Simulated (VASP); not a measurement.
Set up this calculation in VASP 6.6.1, as the native input.

* Task: single point
* Functional: PBE
* Potentials or basis: VASP PAW PBE potentials, release 64 (Ti_sv, O_h)
* Cutoff: 1340 eV
* k mesh: 6 × 6 × 4
* Occupations: gaussian, width 0.1 eV
* Spin: collinear spin
* Starting moments: [1.0, 0.0, 0.0] μB
* Dipole correction: no
* Further INCAR settings: ALGO = Normal; EDIFF = 1e-06; NBANDS = 23

The structure of TiO2 lies in POSCAR:

```
TiO2
1.0
    2.8826649134      0.0000000000      0.0000000000
   -1.4413324567      2.4964610456      0.0000000000
    0.0000000000      0.0000000000      5.8190962263
Ti O
1 2
Direct
    0.0000000000      0.0000000000      0.0000000000
    0.3333333333      0.6666666667      0.1934839446
    0.3333333333      0.6666666667      0.8065160554
```

The cell was generated, and may not be a known phase.

The input as run:

INCAR

```
SYSTEM = TiO2
  ALGO = Normal
  EDIFF = 1E-6
  ENCUT = 1340
  GGA = PE
  GGA_COMPAT = .False.
  ISIF = 2
  ISMEAR = 0
  ISPIN = 2
  LASPH = .True.
  LCHARG = .True.
  LELF = .True.
  LMAXMIX = 4
  LORBIT = 11
  LREAL = .False.
  LVHAR = .True.
  LWAVE = .False.
  MAGMOM = 1 0 0
  NBANDS = 23
  NELM = 200
  PREC = Accurate
  SIGMA = 0.1
```

KPOINTS

```
k-points
0
Gamma
  6 6 4
  0 0 0
```

Potentials or basis: VASP PAW PBE potentials, release 64 (Ti_sv, O_h).

The run is started by

```console
$ cat potpaw_PBE.64/Ti_sv/POTCAR potpaw_PBE.64/O_h/POTCAR > POTCAR
$ mpirun -np 1 vasp_std > vasp.out
```

It gave:

```yaml
Pressure: 0.3 GPa
Largest_force: 0.076 eV/Å
Band_gap_on_the_k_mesh: 1.15 eV (least direct gap 1.40 eV)
Net_moment: 0.00 μB per cell
Valence_electrons_inside_the_program's_atomic_spheres: Ti 10.31; O 3.35
```

Run time: 2.1 min on 1 thread of Intel(R) Xeon(R) Platinum 8375C CPU @ 2.90GHz (Ice Lake), with other jobs on the host, peak memory 0.42 GiB.
